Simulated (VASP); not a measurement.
# BaSrLaSbO6 (P-1) in VASP: electric field gradients with PBE

Aim: the electric field gradients of BaSrLaSbO6 with PBE.

Everything below comes from runs of VASP 6.6.1. Logs are shortened: lines on timing, memory, paths and dates and some standing lists are left out, and cuts for length are marked.

## (1) The cell of the first run

The typed cell holds 20 atoms: a = 6.092 Å, b = 6.140 Å, c = 8.643 Å, α = 89.63°, β = 89.55°, γ = 89.98°.

## (2) Electric field gradients, PBE

Input file INCAR:

```
SYSTEM = BaSrLaSbO6
  PREC = Accurate
  ENCUT = 520
  EDIFF = 1E-8
  ISMEAR = -1
  SIGMA = 0.02
  LREAL = Auto
  LASPH = .True.
  NELM = 100
  ALGO = Normal
  ISIF = 2
  LWAVE = .False.
  LCHARG = .False.
  GGA = PE
  LEFG = .True.
  NBANDS = 88
```

Input file KPOINTS:

```
regular mesh
0
Gamma
  4 4 3
  0 0 0
```

Input file POSCAR:

```
BaSrLaSbO6
1.0
    6.0917810268      0.0000000000      0.0000000000
    0.0016077578      6.1396723855      0.0000000000
    0.0682183123      0.0556937104      8.6427991023
Ba Sr La Sb O
2 2 2 2 12
Direct
    0.4933464200      0.4723286000      0.2500071600
    0.5066535800      0.5276714000      0.7499928400
    0.0078943000      0.9628428900      0.2521085400
    0.9921057000      0.0371571100      0.7478914600
    0.0000000000      0.5000000000      0.0000000000
    0.5000000000      0.0000000000      0.5000000000
    0.5000000000      0.0000000000      0.0000000000
    0.0000000000      0.5000000000      0.5000000000
    0.7637500400      0.8068141200      0.9556453900
    0.7368972900      0.3021418400      0.5312568800
    0.2362499600      0.1931858800      0.0443546100
    0.2631027100      0.6978581600      0.4687431200
    0.6964598200      0.2622259600      0.9610984600
    0.8126907700      0.7685129700      0.5423897900
    0.3035401800      0.7377740400      0.0389015400
    0.1873092300      0.2314870300      0.4576102100
    0.5840670900      0.0075781800      0.2279242900
    0.9371041600      0.5340577900      0.2711287200
    0.4159329100      0.9924218200      0.7720757100
    0.0628958400      0.4659422100      0.7288712800
```

Potentials or basis: VASP PAW PBE potentials, release 64 (Ba_sv, Sr_sv, La, Sb, O).

Launch:

```
cat potpaw_PBE.64/Ba_sv/POTCAR potpaw_PBE.64/Sr_sv/POTCAR potpaw_PBE.64/La/POTCAR potpaw_PBE.64/Sb/POTCAR potpaw_PBE.64/O/POTCAR > POTCAR
mpirun -np 1 vasp_std > vasp.out
```

OUTCAR:

```text
SYSTEM = BaSrLaSbO6
   PREC = Accurate
   ENCUT = 520
   EDIFF = 1E-8
   ISMEAR = -1
   LREAL = Auto
   LASPH = .True.
   NELM = 100
   ISIF = 2
   GGA = PE

 ion  position               nearest neighbor table
   1  0.493  0.472  0.250-  15 2.70  12 2.73  18 2.74  17 2.91  11 2.94  16 2.97  10 3.04  13 3.07
                            17 3.34   6 3.61   7 3.63   8 3.69   5 3.72   5 3.76   8 3.79   7 3.88
   2  0.507  0.528  0.750-  13 2.70  10 2.73  20 2.74  19 2.91   9 2.94  14 2.97  12 3.04  15 3.07
                            19 3.34   6 3.61   7 3.63   8 3.69   5 3.72   5 3.76   8 3.79   7 3.88
   3  0.008  0.963  0.252-  17 2.61  11 2.66  18 2.67  16 2.67  15 2.92  12 2.93  14 3.01   9 3.13
                            17 3.53  18 3.54   8 3.55   5 3.59   7 3.70   6 3.71   6 3.76   7 3.80
   4  0.992  0.037  0.748-  19 2.61   9 2.66  20 2.67  14 2.67  13 2.92  10 2.93  16 3.01  11 3.13
                            19 3.53  20 3.54   8 3.55   5 3.59   7 3.70   6 3.71   6 3.76   7 3.80
   5  0.000  0.500  0.000-  18 2.38  20 2.38  13 2.38  15 2.38   9 2.40  11 2.40   3 3.59   4 3.59
                             1 3.72   2 3.72   2 3.76   1 3.76   3 3.94   4 3.94
   6  0.500  0.000  0.500-  10 2.37  12 2.37  17 2.40  19 2.40  14 2.41  16 2.41   1 3.61   2 3.61
                             3 3.71   4 3.71   3 3.76   4 3.76   1 3.91   2 3.91
   7  0.500  0.000  0.000-  13 2.03  15 2.03   9 2.03  11 2.03  17 2.04  19 2.04   1 3.63   2 3.63
                             3 3.70   4 3.70   3 3.80   4 3.80   1 3.88   2 3.88
   8  0.000  0.500  0.500-  10 2.03  12 2.03  18 2.03  20 2.03  14 2.04  16 2.04   3 3.55   4 3.55
                             1 3.69   2 3.69   2 3.79   1 3.79   3 3.94   4 3.94
   9  0.764  0.807  0.956-   7 2.03   5 2.40   4 2.66   2 2.94   3 3.13
  10  0.737  0.302  0.531-   8 2.03   6 2.37   2 2.73   4 2.93   1 3.04
  11  0.236  0.193  0.044-   7 2.03   5 2.40   3 2.66   1 2.94   4 3.13
  12  0.263  0.698  0.469-   8 2.03   6 2.37   1 2.73   3 2.93   2 3.04
  13  0.696  0.262  0.961-   7 2.03   5 2.38   2 2.70   4 2.92   1 3.07
  14  0.813  0.769  0.542-   8 2.04   6 2.41   4 2.67   2 2.97   3 3.01
  15  0.304  0.738  0.039-   7 2.03   5 2.38   1 2.70   3 2.92   2 3.07
  16  0.187  0.231  0.458-   8 2.04   6 2.41   3 2.67   1 2.97   4 3.01
  17  0.584  0.008  0.228-   7 2.04   6 2.40   3 2.61   1 2.91   1 3.34   3 3.53
  18  0.937  0.534  0.271-   8 2.03   5 2.38   3 2.67   1 2.74   3 3.54
  19  0.416  0.992  0.772-   7 2.04   6 2.40   4 2.61   2 2.91   2 3.34   4 3.53
  20  0.063  0.466  0.729-   8 2.03   5 2.38   4 2.67   2 2.74   4 3.54

  LATTYP: Found a triclinic cell.
 ALAT       =     8.6432477605
 B/A-ratio  =     0.7048023145
 C/A-ratio  =     0.7103432374
 COS(alpha) =     0.0002618638
 COS(beta)  =     0.0064456757
 COS(gamma) =     0.0078926712

  Lattice vectors:

 A1 = (   0.0682183123,   0.0556937104,   8.6427991023)
 A2 = (   6.0917810268,   0.0000000000,   0.0000000000)
 A3 = (   0.0016077578,   6.1396723855,   0.0000000000)

Analysis of symmetry for initial positions (statically):
=====================================================================
 Subroutine PRICEL returns:
 Original cell was already a primitive cell.

 Routine SETGRP: Setting up the symmetry group for a
 triclinic supercell.

 Subroutine GETGRP returns: Found  2 space group operations
 (whereof  2 operations were pure point group operations)
 out of a pool of  2 trial point group operations.

The static configuration has the point symmetry S_2 .

Analysis of symmetry for dynamics (positions and initial velocities):
=====================================================================
 Subroutine PRICEL returns:
 Original cell was already a primitive cell.

 Routine SETGRP: Setting up the symmetry group for a
 triclinic supercell.

 Subroutine GETGRP returns: Found  2 space group operations
 (whereof  2 operations were pure point group operations)
 out of a pool of  2 trial point group operations.

The dynamic configuration has the point symmetry S_2 .

 Subroutine INISYM returns: Found  2 space group operations
 (whereof  2 operations are pure point group operations),
 and found     1 'primitive' translations

----------------------------------------------------------------------------------------

                                     Primitive cell

  volume of cell :     323.2540

  direct lattice vectors                    reciprocal lattice vectors
     6.091781027  0.000000000  0.000000000     0.164155605 -0.000042986 -0.001295416
     0.001607758  6.139672385  0.000000000     0.000000000  0.162875140 -0.001049558
     0.068218312  0.055693710  8.642799102     0.000000000  0.000000000  0.115703256

  length of vectors
     6.091781027  6.139672596  8.643247761     0.164160722  0.162878522  0.115703256

  position of ions in fractional coordinates (direct lattice)
     0.493346420  0.472328600  0.250007160
     0.506653580  0.527671400  0.749992840
     0.007894300  0.962842890  0.252108540
[... 110 lines left out ...]
   ENCUT  =  520.0 eV  38.22 Ry    6.18 a.u.  11.33 11.42 16.07*2*pi/ulx,y,z
   NELM   =    100;   NELMIN=  2; NELMDL= -5     # of ELM steps
   EDIFF  = 0.1E-07   stopping-criterion for ELM
   LREAL  =      T    real-space projection
   EDIFFG = 0.1E-06   stopping-criterion for IOM
   NSW    =      0    number of steps for IOM
   IBRION =     -1    ionic relax: 0-MD 1-quasi-New 2-CG
   NFREE  =      0    steps in history (QN), initial steepest desc. (CG)
   ISIF   =      2    stress and relaxation
   ISYM   =      2    0-nonsym 1-usesym 2-fastsym
   POTIM  = 0.5000    time-step for ionic-motion
   TEBEG  =    0.0;   TEEND  =   0.0 temperature during run
   PSTRESS=    0.0 pullay stress
   NELECT =     144.0000    total number of electrons
   NUPDOWN=      -1.0000    fix difference up-down
   EMIN   =  10.00;   EMAX   =-10.00  energy-range for DOS
   EFERMI =   0.00;   METHOD = LEGACY
   ISMEAR =    -1;   SIGMA  =   0.02  broadening in eV -4-tet -1-fermi 0-gaus
   EFERMI_NEDOS =   21; number of points for ismear=-14 and -15
   IALGO  =     38    algorithm
   IMIX   =      4    mixing-type and parameters
     AMIX     =   0.40;   BMIX     =  1.00
     AMIX_MAG =   1.60;   BMIX_MAG =  1.00
  volume/ion in A,a.u.               =      16.16       109.07
  Fermi-wavevector in a.u.,A,eV,Ry     =   1.250300  2.362725 21.269322  1.563251
  Thomas-Fermi vector in A             =   2.384301
   LORBIT       =      0    0 simple, 1 ext, 2 COOP (PROOUT), +10 PAW based schemes
   GGA     = PE    functional components
   LHFCALC =     F    Hartree Fock is set to
   AEXX    =    0.0000 exact exchange contribution
   IVDW    =     0    specifies the selected vdW correction
   LEPSILON=     F    determine dielectric tensor
   LRPA    =     F    only Hartree local field effects (RPA)
 non-spin polarized calculation
  energy-cutoff  :      520.00
  volume of cell :      323.25
 maximum number of plane-waves:      8723
 NGX is ok and might be reduce to    48
   NGX = 23   NGY = 23   NGZ = 33

 number of electron     144.0000007 magnetization

 Free energy of the ion-electron system (eV)
  ---------------------------------------------------
  ext. energy  EPLUGINS =         0.00000000
  ---------------------------------------------------
  free energy    TOTEN  =      -136.74563943 eV

  energy without entropy =     -136.74563943  energy(sigma->0) =     -136.74563943

 E-fermi :   3.9394     XC(G=0): -10.1686

 val. band max:        3.4401874794   @ k =  -0.2500   0.2500   0.0000
 cond. band min:       7.1119123627   @ k =   0.0000   0.0000   0.0000
 fundamental gap:      3.6717248834
 Fermi energy:         3.9393542043

 k-point     1 :       0.0000    0.0000    0.0000
  band No.  band energies     occupation
      1     -29.4959      2.00000
      2     -29.4907      2.00000
      3     -26.0569      2.00000
      4     -26.0496      2.00000
      5     -21.6704      2.00000
      6     -21.6440      2.00000
[... 2077 lines left out ...]
     83       9.0445      0.00000
     84       9.0731      0.00000

 [... further k-points ...]

 [bands above 84 left out]

------------------------ aborting loop because EDIFF is reached ----------------------------------------

  FORCE on cell =-STRESS in cart. coord.  units (eV):
  Direction    XX          YY          ZZ          XY          YZ          ZX
  --------------------------------------------------------------------------------------
  -------------------------------------------------------------------------------------
  Total       -1.3065650     -1.2246323     -0.9644013     -0.6233354      0.1133426     -0.0613563
  in kB       -6.4758639     -6.0697723     -4.7799621     -3.0895019      0.5617716     -0.3041067
  external PRESSURE =      -5.7751994 kB  Pullay stress =       0.0000000 kB

 VOLUME and BASIS-vectors are now :
 -----------------------------------------------------------------------------
  energy-cutoff  :      520.00
  volume of cell :      323.25
      direct lattice vectors                 reciprocal lattice vectors
     6.091781027  0.000000000  0.000000000     0.164155605 -0.000042986 -0.001295416
     0.001607758  6.139672385  0.000000000     0.000000000  0.162875140 -0.001049558
     0.068218312  0.055693710  8.642799102     0.000000000  0.000000000  0.115703256

 POSITION                                       TOTAL-FORCE (eV/Angst)
 -----------------------------------------------------------------------------------
      3.02317      2.91387      2.16076         0.009809      0.018471     -0.011774
      3.13843      3.28150      6.48204        -0.009809     -0.018471      0.011774
      0.06684      5.92558      2.17892         0.010090      0.047183     -0.005032
      6.09477      0.26979      6.46388        -0.010090     -0.047183      0.005032
      0.00080      3.06984      0.00000         0.000000      0.000000      0.000000
      3.08000      0.02785      4.32140         0.000000      0.000000      0.000000
[... 12 lines left out ...]
      2.58804      6.13614      6.67290         0.000605      0.030402     -0.063360
      0.43362      2.90133      6.29949        -0.013222     -0.036685      0.048394
 -----------------------------------------------------------------------------------
    total drift:                                0.000000      0.000000      0.000000

  FREE ENERGIE OF THE ION-ELECTRON SYSTEM (eV)
  ---------------------------------------------------
  free  energy   TOTEN  =      -136.7456394265 eV

  energy  without entropy=     -136.7456394265  energy(sigma->0) =     -136.74563943

 Electric field gradients (V/A^2)
---------------------------------------------------------------------
 ion       V_xx      V_yy      V_zz      V_xy      V_xz      V_yz
---------------------------------------------------------------------
   1     -23.369     9.272    14.097    53.942   -10.013    -7.773
   2     -23.369     9.272    14.097    53.942   -10.013    -7.773
   3     -11.105    -6.795    17.900   -37.059     5.066     6.673
   4     -11.105    -6.795    17.900   -37.059     5.066     6.673
   5      13.963    -3.024   -10.940    -6.181   -29.316   -23.599
   6     -25.963    16.316     9.647   -20.568    10.141    -4.552
[... 12 lines left out ...]
  19     -28.804   -32.544    61.347    -0.494    33.768     4.387
  20     -36.142   -29.640    65.782     0.837    23.099   -14.898
---------------------------------------------------------------------

 Electric field gradients after diagonalization (V/A^2)
 (convention: |V_zz| > |V_xx| > |V_yy|)
----------------------------------------------------------------------
 ion       V_xx      V_yy      V_zz     asymmetry (V_yy - V_xx)/ V_zz
----------------------------------------------------------------------
   1      53.136    10.422   -63.558       0.672
   2      53.136    10.422   -63.558       0.672
   3      28.370    18.752   -47.122       0.204
   4      28.370    18.752   -47.122       0.204
   5      35.404     8.304   -43.708       0.620
   6      28.313     7.339   -35.652       0.588
[... 12 lines left out ...]
  19     -40.490   -32.255    72.745       0.113
  20     -42.551   -30.245    72.795       0.169
----------------------------------------------------------------------

           NMR quadrupolar parameters

 Cq : quadrupolar parameter    Cq=e*Q*V_zz/h
 eta: asymmetry parameters     (V_yy - V_xx)/ V_zz
 Q  : nuclear electric quadrupole moment in mb (millibarn)
----------------------------------------------------------------------
 ion       Cq(MHz)       eta       Q (mb)
----------------------------------------------------------------------
   1      -0.154       0.672       1.000
   2      -0.154       0.672       1.000
   3      -0.114       0.204       1.000
   4      -0.114       0.204       1.000
   5      -0.106       0.620       1.000
   6      -0.086       0.588       1.000
[... 12 lines left out ...]
  19       0.176       0.113       1.000
  20       0.176       0.169       1.000
----------------------------------------------------------------------
```

Wall time 19 min (1 thread of AMD EPYC 9R45 (Zen 5), shared host); peak memory 0.67 GiB.

Results:

```
Free energy            : -136.7456 eV
Pressure               : -0.6 GPa
Largest force          : 0.124 eV/Å
Band gap on the k mesh : 3.67 eV, indirect (least direct gap 3.69 eV)
```

Forces in eV/Å, atoms in the order of the input:
```
Ba   0.010  0.018 -0.012
Ba  -0.010 -0.018  0.012
Sr   0.010  0.047 -0.005
Sr  -0.010 -0.047  0.005
La   0.000  0.000  0.000
La   0.000  0.000  0.000
Sb   0.000  0.000  0.000
Sb   0.000  0.000  0.000
O    0.051 -0.082 -0.051
O    0.010 -0.033 -0.039
O   -0.051  0.082  0.051
O   -0.010  0.033  0.039
O    0.039 -0.028  0.029
O   -0.061  0.096  0.049
O   -0.039  0.028 -0.029
O    0.061 -0.096 -0.049
O   -0.001 -0.030  0.063
O    0.013  0.037 -0.048
O    0.001  0.030 -0.063
O   -0.013 -0.037  0.048
```

Levels at points of the mesh, in eV from the valence-band top:
```csv
k point,band 68,band 69,band 70,band 71,band 72,band 73,band 74,band 75,band 76,band 77
"(0.00, 0.00, 0.00)",-0.40,-0.26,-0.22,-0.13,-0.01,3.67,3.71,5.27,5.33,5.34
"(0.50, 0.00, 0.00)",-0.25,-0.21,-0.18,-0.12,-0.07,4.36,4.36,5.23,5.27,5.38
"(0.00, 0.50, 0.00)",-0.28,-0.22,-0.18,-0.11,-0.06,4.36,4.38,5.30,5.34,5.38
"(0.50, 0.50, 0.00)",-0.62,-0.47,-0.44,-0.08,-0.02,3.72,3.77,5.28,5.32,5.48
```

Electric field gradients, principal values (V/Å²):
| atom | least | middle | greatest (by size) |
| --- | --- | --- | --- |
| 1 Ba | 10.422 | 53.136 | -63.558 |
| 2 Ba | 10.422 | 53.136 | -63.558 |
| 3 Sr | 18.752 | 28.370 | -47.122 |
| 4 Sr | 18.752 | 28.370 | -47.122 |
| 5 La | 8.304 | 35.404 | -43.708 |
| 6 La | 7.339 | 28.313 | -35.652 |
| 7 Sb | -3.392 | -7.052 | 10.445 |
| 8 Sb | 4.764 | 9.621 | -14.385 |
| 9 O | -31.971 | -40.282 | 72.253 |
| 10 O | -25.105 | -45.300 | 70.406 |
| 11 O | -31.971 | -40.282 | 72.253 |
| 12 O | -25.105 | -45.300 | 70.406 |
| 13 O | -24.618 | -47.085 | 71.703 |
| 14 O | -29.827 | -42.152 | 71.979 |
| 15 O | -24.618 | -47.085 | 71.703 |
| 16 O | -29.827 | -42.152 | 71.979 |
| 17 O | -32.255 | -40.490 | 72.745 |
| 18 O | -30.245 | -42.551 | 72.795 |
| 19 O | -32.255 | -40.490 | 72.745 |
| 20 O | -30.245 | -42.551 | 72.795 |

Caveat: without QUAD_EFG the Cq values of the log hold for a quadrupole moment of 1 mb, not for the nuclei; spin-orbit coupling is left out, which moves the levels of the heavy elements.
